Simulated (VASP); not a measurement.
# RbBr (F-43m) in VASP: further runs

The runs below take RbBr through single point, with PBE, LDA, PBEsol.

Program: VASP 6.6.1. These are calculated values, not measurements. Logs are shortened: lines on timing, memory, paths and dates and some standing lists are left out, and cuts for length are marked.

## Step 1: The cell of the first run

Symmetry: F-43m, No. 216, cubic system. Conventional cell: a = 7.739 Å, b = 7.739 Å, c = 7.739 Å, α = 90.00°, β = 90.00°, γ = 90.00°. Within 4.4 Å of Rb (site symmetry -43m) lie 4 Br at 3.35 Å. Br (site symmetry -43m) has 4 Rb at 3.35 Å within 4.4 Å.

## Step 2: Single point, PBE

The input, INCAR:

```
ALGO = Normal
EDIFF = 1E-6
ENCUT = 520
GGA = PE
ISIF = 2
ISMEAR = 0
LASPH = True
LCHARG = False
LREAL = False
LWAVE = False
NBANDS = 15
NELM = 80
PREC = Accurate
SIGMA = 0.01
```

The input, KPOINTS:

```
k-points
0
Gamma
  4 4 4
```

The input, POSCAR:

```
RbBr
1.0
    0.0000000000      3.8694971258      3.8694971258
    3.8694971258      0.0000000000      3.8694971258
    3.8694971258      3.8694971258      0.0000000000
Rb Br
1 1
Direct
    0.0000000000      0.0000000000      0.0000000000
    0.2500000000      0.2500000000      0.2500000000
```

Potentials or basis: VASP PAW PBE potentials, release 64 (Rb_sv, Br).

Launch:

```console
cat potpaw_PBE.64/Rb_sv/POTCAR potpaw_PBE.64/Br/POTCAR > POTCAR
mpirun -np 1 vasp_std > vasp.out
```

OUTCAR:

```text
EDIFF = 1E-6
   ENCUT = 520
   GGA = PE
   ISIF = 2
   ISMEAR = 0
   LASPH = True
   LREAL = False
   NELM = 80
   PREC = Accurate

 ion  position               nearest neighbor table
   1  0.000  0.000  0.000-   2 3.35   2 3.35   2 3.35   2 3.35
   2  0.250  0.250  0.250-   1 3.35   1 3.35   1 3.35   1 3.35

  LATTYP: Found a face centered cubic cell.
 ALAT       =     7.7389942516

  Lattice vectors:

 A1 = (   0.0000000000,   3.8694971258,   3.8694971258)
 A2 = (   3.8694971258,   0.0000000000,   3.8694971258)
 A3 = (   3.8694971258,   3.8694971258,   0.0000000000)

Analysis of symmetry for initial positions (statically):
=====================================================================
 Subroutine PRICEL returns:
 Original cell was already a primitive cell.

 Routine SETGRP: Setting up the symmetry group for a
 face centered cubic supercell.

 Subroutine GETGRP returns: Found 24 space group operations
 (whereof 24 operations were pure point group operations)
 out of a pool of 48 trial point group operations.

The static configuration has the point symmetry T_d .

Analysis of symmetry for dynamics (positions and initial velocities):
=====================================================================
 Subroutine PRICEL returns:
 Original cell was already a primitive cell.

 Routine SETGRP: Setting up the symmetry group for a
 face centered cubic supercell.

 Subroutine GETGRP returns: Found 24 space group operations
 (whereof 24 operations were pure point group operations)
 out of a pool of 48 trial point group operations.

The dynamic configuration has the point symmetry T_d .

 Subroutine INISYM returns: Found 24 space group operations
 (whereof 24 operations are pure point group operations),
 and found     1 'primitive' translations

----------------------------------------------------------------------------------------

                                     Primitive cell

  volume of cell :     115.8760

  direct lattice vectors                    reciprocal lattice vectors
     0.000000000  3.869497126  3.869497126    -0.129215757  0.129215757  0.129215757
     3.869497126  0.000000000  3.869497126     0.129215757 -0.129215757  0.129215757
     3.869497126  3.869497126  0.000000000     0.129215757  0.129215757 -0.129215757

  length of vectors
     5.472295315  5.472295315  5.472295315     0.223808256  0.223808256  0.223808256

  position of ions in fractional coordinates (direct lattice)
     0.000000000  0.000000000  0.000000000
     0.250000000  0.250000000  0.250000000

  ion indices of the primitive-cell ions
   primitive index   ion index
                 1           1
                 2           2

----------------------------------------------------------------------------------------

 KPOINTS: k-points

Automatic generation of k-mesh.
 Grid dimensions read from file:
 generate k-points for:    4    4    4

 Generating k-lattice:

  Cartesian coordinates                     Fractional coordinates (reciprocal lattice)
    -0.032303939  0.032303939  0.032303939     0.250000000  0.000000000  0.000000000
     0.032303939 -0.032303939  0.032303939     0.000000000  0.250000000  0.000000000
     0.032303939  0.032303939 -0.032303939     0.000000000  0.000000000  0.250000000

  Length of vectors
     0.055952064  0.055952064  0.055952064

  Shift w.r.t. Gamma in fractional coordinates (k-lattice)
     0.000000000  0.000000000  0.000000000

 Subroutine IBZKPT returns following result:
 ===========================================

 Found      8 irreducible k-points:

 Following reciprocal coordinates:
            Coordinates               Weight
  0.000000  0.000000  0.000000      1.000000
  0.250000  0.000000  0.000000      8.000000
  0.500000  0.000000  0.000000      4.000000
  0.250000  0.250000  0.000000      6.000000
  0.500000  0.250000  0.000000     24.000000
 -0.250000  0.250000  0.000000     12.000000
  0.500000  0.500000  0.000000      3.000000
 -0.250000  0.500000  0.250000      6.000000
   k-points           NKPTS =      8   k-points in BZ     NKDIM =      8   number of bands    NBANDS=     15
   number of dos      NEDOS =    301   number of ions     NIONS =      2
   total plane-waves  NPLWV =  74088
   dimension x,y,z NGX =    42 NGY =   42 NGZ =   42
   dimension x,y,z NGXF=    84 NGYF=   84 NGZF=   84
   ions per type =               1   1
   NGX,Y,Z   is equivalent  to a cutoff of  12.76, 12.76, 12.76 a.u.
   NGXF,Y,Z  is equivalent  to a cutoff of  25.52, 25.52, 25.52 a.u.
 SYSTEM =  unknown system
   PREC   = accura    normal or accurate (medium, high low for compatibility)
   ISTART =      0    job   : 0-new  1-cont  2-samecut
   ICHARG =      2    charge: 1-file 2-atom 10-const
   ISPIN  =      1    spin polarized calculation?
   LNONCOLLINEAR =      F non collinear calculations
   LSORBIT =      F    spin-orbit coupling
   LASPH  =      T    aspherical Exc in radial PAW
   ENCUT  =  520.0 eV  38.22 Ry    6.18 a.u.  10.17 10.17 10.17*2*pi/ulx,y,z
   NELM   =     80;   NELMIN=  2; NELMDL= -5     # of ELM steps
   EDIFF  = 0.1E-05   stopping-criterion for ELM
   LREAL  =      F    real-space projection
   EDIFFG = 0.1E-04   stopping-criterion for IOM
   NSW    =      0    number of steps for IOM
   IBRION =     -1    ionic relax: 0-MD 1-quasi-New 2-CG
   NFREE  =      0    steps in history (QN), initial steepest desc. (CG)
   ISIF   =      2    stress and relaxation
   ISYM   =      2    0-nonsym 1-usesym 2-fastsym
   POTIM  = 0.5000    time-step for ionic-motion
   TEBEG  =    0.0;   TEEND  =   0.0 temperature during run
   PSTRESS=    0.0 pullay stress
   NELECT =      16.0000    total number of electrons
   NUPDOWN=      -1.0000    fix difference up-down
   EMIN   =  10.00;   EMAX   =-10.00  energy-range for DOS
   EFERMI =   0.00;   METHOD = LEGACY
   ISMEAR =     0;   SIGMA  =   0.01  broadening in eV -4-tet -1-fermi 0-gaus
   EFERMI_NEDOS =   21; number of points for ismear=-14 and -15
   IALGO  =     38    algorithm
   IMIX   =      4    mixing-type and parameters
     AMIX     =   0.40;   BMIX     =  1.00
     AMIX_MAG =   1.60;   BMIX_MAG =  1.00
  volume/ion in A,a.u.               =      57.94       390.98
  Fermi-wavevector in a.u.,A,eV,Ry     =   0.846156  1.599002  9.741493  0.715980
  Thomas-Fermi vector in A             =   1.961458
   LORBIT       =      0    0 simple, 1 ext, 2 COOP (PROOUT), +10 PAW based schemes
   GGA     = PE    functional components
   LHFCALC =     F    Hartree Fock is set to
   AEXX    =    0.0000 exact exchange contribution
   IVDW    =     0    specifies the selected vdW correction
   LEPSILON=     F    determine dielectric tensor
   LRPA    =     F    only Hartree local field effects (RPA)
 non-spin polarized calculation
 Gauss-broadening in eV      SIGMA  =   0.01
  energy-cutoff  :      520.00
  volume of cell :      115.88
 maximum number of plane-waves:      3142
 NGX is ok and might be reduce to    42
   NGX = 21   NGY = 21   NGZ = 21

 number of electron      15.9999998 magnetization

 Free energy of the ion-electron system (eV)
  ---------------------------------------------------
  ext. energy  EPLUGINS =         0.00000000
  ---------------------------------------------------
  free energy    TOTEN  =        -5.92750074 eV

  energy without entropy =       -5.92750074  energy(sigma->0) =       -5.92750074

 E-fermi :  -3.0237     XC(G=0):  -5.7334

 val. band max:       -3.0806962692   @ k =   0.5000   0.5000   0.0000
 cond. band min:       0.9940288883   @ k =   0.0000   0.0000   0.0000
 fundamental gap:      4.0747251576
 Fermi energy:        -3.0237271821

 k-point     1 :       0.0000    0.0000    0.0000
  band No.  band energies     occupation
      1     -27.6700      2.00000
      2     -14.9548      2.00000
      3     -11.7770      2.00000
      4     -11.7770      2.00000
      5     -11.7770      2.00000
      6      -3.1687      2.00000
      7      -3.1687      2.00000
      8      -3.1687      2.00000
      9       0.9940      0.00000
     10       5.0772      0.00000
     11       5.0772      0.00000
     12       6.0422      0.00000
     13       6.0422      0.00000
     14       6.0422      0.00000
     15       7.0472      0.00000

 k-point     2 :       0.2500    0.0000    0.0000
  band No.  band energies     occupation
      1     -27.6690      2.00000
      2     -14.9770      2.00000
      3     -11.7831      2.00000
      4     -11.7831      2.00000
      5     -11.7528      2.00000
      6      -3.2955      2.00000
      7      -3.1450      2.00000
      8      -3.1450      2.00000
      9       1.8033      0.00000
     10       4.7234      0.00000
     11       4.7234      0.00000
     12       5.1075      0.00000
     13       5.9898      0.00000
     14       6.5162      0.00000
     15       6.5162      0.00000

 k-point     3 :       0.5000    0.0000    0.0000
  band No.  band energies     occupation
      1     -27.6679      2.00000
      2     -14.9987      2.00000
      3     -11.7892      2.00000
      4     -11.7892      2.00000
      5     -11.7300      2.00000
      6      -3.3787      2.00000
      7      -3.1225      2.00000
      8      -3.1225      2.00000
      9       3.1903      0.00000
     10       3.4020      0.00000
     11       4.7247      0.00000
     12       4.7247      0.00000
     13       6.1046      0.00000
     14       6.1046      0.00000
     15       6.6271      0.00000
[... 55 lines left out ...]
 k-point     7 :       0.5000    0.5000    0.0000
  band No.  band energies     occupation
      1     -27.6672      2.00000
      2     -15.0127      2.00000
      3     -11.8065      2.00000
      4     -11.8065      2.00000
      5     -11.6872      2.00000
      6      -3.4736      2.00000
      7      -3.0807      2.00000
      8      -3.0807      2.00000
      9       2.8392      0.00000
     10       3.6502      0.00000
     11       5.3427      0.00000
     12       5.8691      0.00000
     13       5.9665      0.00000
     14       5.9665      0.00000
     15       6.4267      0.00000

 k-point     8 :      -0.2500    0.5000    0.2500
  band No.  band energies     occupation
      1     -27.6672      2.00000
      2     -15.0124      2.00000
      3     -11.8181      2.00000
      4     -11.8069      2.00000
      5     -11.6759      2.00000
      6      -3.3367      2.00000
      7      -3.2232      2.00000
      8      -3.0818      2.00000
      9       2.9727      0.00000
     10       3.6434      0.00000
     11       5.2777      0.00000
     12       5.4309      0.00000
     13       5.6966      0.00000
     14       5.9619      0.00000
     15       6.9193      0.00000

------------------------ aborting loop because EDIFF is reached ----------------------------------------

  FORCE on cell =-STRESS in cart. coord.  units (eV):
  Direction    XX          YY          ZZ          XY          YZ          ZX
  --------------------------------------------------------------------------------------
  -------------------------------------------------------------------------------------
  Total        0.1344725      0.1344725      0.1344725     -0.0000000      0.0000000      0.0000000
  in kB        1.8593045      1.8593045      1.8593045     -0.0000000      0.0000000      0.0000000
  external PRESSURE =       1.8593045 kB  Pullay stress =       0.0000000 kB

 VOLUME and BASIS-vectors are now :
 -----------------------------------------------------------------------------
  energy-cutoff  :      520.00
  volume of cell :      115.88
      direct lattice vectors                 reciprocal lattice vectors
     0.000000000  3.869497126  3.869497126    -0.129215757  0.129215757  0.129215757
     3.869497126  0.000000000  3.869497126     0.129215757 -0.129215757  0.129215757
     3.869497126  3.869497126  0.000000000     0.129215757  0.129215757 -0.129215757

 POSITION                                       TOTAL-FORCE (eV/Angst)
 -----------------------------------------------------------------------------------
      0.00000      0.00000      0.00000         0.000000      0.000000     -0.000000
      1.93475      1.93475      1.93475        -0.000000     -0.000000      0.000000
 -----------------------------------------------------------------------------------
    total drift:                                0.000000      0.000000      0.000000

  FREE ENERGIE OF THE ION-ELECTRON SYSTEM (eV)
  ---------------------------------------------------
  free  energy   TOTEN  =        -5.9275007424 eV

  energy  without entropy=       -5.9275007424  energy(sigma->0) =       -5.92750074
```

It took 17 s on 1 thread of Intel Xeon 6975P-C, shared host; peak memory 0.24 GiB.

Results:

| Property | Result |
| --- | --- |
| Free energy | -5.9275 eV |
| Pressure | 0.2 GPa |
| Band gap on the k mesh | 4.07 eV, indirect (least direct gap 4.16 eV) |

Levels at points of the mesh, in eV from the valence-band top:
```
           k point  band 6  band 7  band 8  band 9  band 10  band 11
(0.00, 0.00, 0.00)   -0.09   -0.09   -0.09    4.07     8.16     8.16
(0.50, 0.00, 0.00)   -0.30   -0.04   -0.04    6.27     6.48     7.81
(0.50, 0.50, 0.00)   -0.39    0.00    0.00    5.92     6.73     8.42
```

A k mesh can miss the band edges. PBE gaps usually lie below the measured ones, often by a third to a half.

## Step 3: Single point, PBE

The input, INCAR:

```
SYSTEM = RbBr
ALGO = Normal ; EDIFF = 1E-7
ENCUT = 520 ; GGA = PE
ISIF = 2 ; ISMEAR = 0
LASPH = .True. ; LCHARG = .True.
LELF = .True. ; LREAL = .False.
LVHAR = .True. ; LWAVE = .False.
NBANDS = 15 ; NELM = 80
PREC = Accurate ; SIGMA = 0.01
```

The input, KPOINTS:

```
k-points
0
Gamma
  4 4 4
  0 0 0
```

POSCAR is that of step 2.

Potentials or basis: VASP PAW PBE potentials, release 64 (Rb_sv, Br).

Launch:

```console
cat potpaw_PBE.64/Rb_sv/POTCAR potpaw_PBE.64/Br/POTCAR > POTCAR
mpirun -np 1 vasp_std > vasp.out
```

Run time: 21 s. Hardware: 1 thread of Intel Xeon 6975P-C, shared host; peak memory 0.24 GiB.

Results (log left out):

| Property | Result |
| --- | --- |
| Free energy | -5.9275 eV |
| Pressure | 0.2 GPa |
| Band gap on the k mesh | 4.08 eV, indirect (least direct gap 4.16 eV) |

Levels at points of the mesh, in eV from the valence-band top:
```
           k point  band 4  band 5  band 6  band 7  band 8  band 9  band 10  band 11  band 12  band 13
(0.00, 0.00, 0.00)   -8.70   -8.70   -0.09   -0.09   -0.09    4.08     8.16     8.16     9.12     9.12
(0.50, 0.00, 0.00)   -8.71   -8.65   -0.30   -0.04   -0.04    6.27     6.48     7.81     7.81     9.19
(0.50, 0.50, 0.00)   -8.73   -8.61   -0.39    0.00    0.00    5.92     6.73     8.42     8.95     9.05
```

## Step 4: Single point, LDA

This run uses another cell than the first one, of 51.82 Å³/atom, 0.894 times its volume.

The input, INCAR:

```
SYSTEM = RbBr
PREC = Accurate
ENCUT = 520
EDIFF = 1E-6
ISMEAR = -1
SIGMA = 0.02
LREAL = .False.
LASPH = .True.
NELM = 100
ALGO = Normal
ISIF = 2
LWAVE = .False.
LCHARG = .False.
NBANDS = 15
```

The input, KPOINTS:

```
Automatic mesh
0
Gamma
  6 6 6
  0 0 0
```

The input, POSCAR:

```
RbBr
1.0
    0.0000000000      3.7281094588      3.7281094588
    3.7281094588      0.0000000000      3.7281094588
    3.7281094588      3.7281094588      0.0000000000
Rb Br
1 1
Direct
    0.0000000000      0.0000000000      0.0000000000
    0.2500000000      0.2500000000      0.2500000000
```

Potentials or basis: VASP PAW LDA potentials, release 64 (Rb_sv, Br).

Launch:

```console
cat potpaw_LDA.64/Rb_sv/POTCAR potpaw_LDA.64/Br/POTCAR > POTCAR
mpirun -np 1 vasp_std > vasp.out
```

Run time: 20 s. Hardware: 1 thread of Intel Xeon 6975P-C, shared host; peak memory 0.2 GiB.

Results (log left out):

```yaml
Free_energy: -6.3913 eV
Pressure: 0.0 GPa
Band_gap_on_the_k_mesh: 3.92 eV, indirect (least direct gap 4.08 eV)
```

Levels at points of the mesh, in eV from the valence-band top:
| k point | band 4 | band 5 | band 6 | band 7 | band 8 | band 9 | band 10 | band 11 | band 12 | band 13 |
| --- | --- | --- | --- | --- | --- | --- | --- | --- | --- | --- |
| (0.00, 0.00, 0.00) | -8.41 | -8.41 | -0.16 | -0.16 | -0.16 | 3.92 | 8.13 | 8.13 | 9.25 | 9.25 |
| (0.50, 0.00, 0.00) | -8.43 | -8.34 | -0.39 | -0.08 | -0.08 | 6.30 | 6.46 | 7.78 | 7.78 | 9.31 |
| (0.50, 0.50, 0.00) | -8.46 | -8.27 | -0.54 | 0.00 | 0.00 | 5.76 | 6.61 | 8.84 | 9.17 | 9.17 |

## Step 5: Single point, PBEsol

This run uses another cell than the first one, of 55.54 Å³/atom, 0.959 times its volume.

The input, INCAR:

```
SYSTEM = RbBr
PREC = Accurate
ENCUT = 520
EDIFF = 1E-6
ISMEAR = -1
SIGMA = 0.02
LREAL = .FALSE.
LASPH = .TRUE.
NELM = 100
ALGO = Normal
ISIF = 2
LWAVE = .FALSE.
LCHARG = .FALSE.
GGA = PS
NBANDS = 15
```

The input, KPOINTS:

```
Automatic mesh
0
G
  6 6 6
  0 0 0
```

The input, POSCAR:

```
RbBr
1.0
    0.0000000000      3.8153012152      3.8153012152
    3.8153012152      0.0000000000      3.8153012152
    3.8153012152      3.8153012152      0.0000000000
Rb Br
1 1
Direct
    0.0000000000      0.0000000000      0.0000000000
    0.2500000000      0.2500000000      0.2500000000
```

Potentials or basis: VASP PAW PBE potentials, release 64 (Rb_sv, Br).

Launch:

```console
cat potpaw_PBE.64/Rb_sv/POTCAR potpaw_PBE.64/Br/POTCAR > POTCAR
mpirun -np 1 vasp_std > vasp.out
```

Wall time 23 s (1 thread of Intel Xeon 6975P-C, shared host); peak memory 0.25 GiB.

The run converged. Its results:

```
Free energy            : -6.1303 eV
Pressure               : 0.1 GPa
Band gap on the k mesh : 4.16 eV, indirect (least direct gap 4.28 eV)
```

Levels at points of the mesh, in eV from the valence-band top:
| k point | band 4 | band 5 | band 6 | band 7 | band 8 | band 9 | band 10 | band 11 | band 12 | band 13 |
| --- | --- | --- | --- | --- | --- | --- | --- | --- | --- | --- |
| (0.00, 0.00, 0.00) | -8.58 | -8.58 | -0.11 | -0.11 | -0.11 | 4.16 | 8.20 | 8.20 | 9.26 | 9.26 |
| (0.50, 0.00, 0.00) | -8.60 | -8.52 | -0.32 | -0.06 | -0.06 | 6.40 | 6.64 | 7.89 | 7.89 | 9.29 |
| (0.50, 0.50, 0.00) | -8.62 | -8.47 | -0.44 | 0.00 | 0.00 | 6.02 | 6.79 | 8.68 | 9.13 | 9.18 |

Caveat: the PAW data sets were made with another functional, which shifts forces and pressure a little.

## Step 6: Overview

| level | potentials or basis | cell | k mesh | smearing | gap on the mesh (eV) | pressure (GPa) |
| --- | --- | --- | --- | --- | --- | --- |
| PBE | VASP PAW PBE potentials, release 64 (Rb_sv, Br) | a = 5.472 Å, angles 60.0°, 2 atoms | 4 × 4 × 4 | gaussian 0.01 eV | 4.08 | 0.2 |
| LDA | VASP PAW LDA potentials, release 64 (Rb_sv, Br) | a = 5.272 Å, angles 60.0°, 2 atoms | 6 × 6 × 6 | fermi-dirac 0.02 eV | 3.92 | 0.0 |
| PBEsol | VASP PAW PBE potentials, release 64 (Rb_sv, Br) | a = 5.396 Å, angles 60.0°, 2 atoms | 6 × 6 × 6 | fermi-dirac 0.02 eV | 4.16 | 0.1 |

Alike in all rows: task single point; no spin polarisation; cutoff (eV) 520.

Caveats: the PAW data sets were made with another functional, which shifts forces and pressure a little (some runs).

Absolute energies hang on the potentials; compare differences alone.
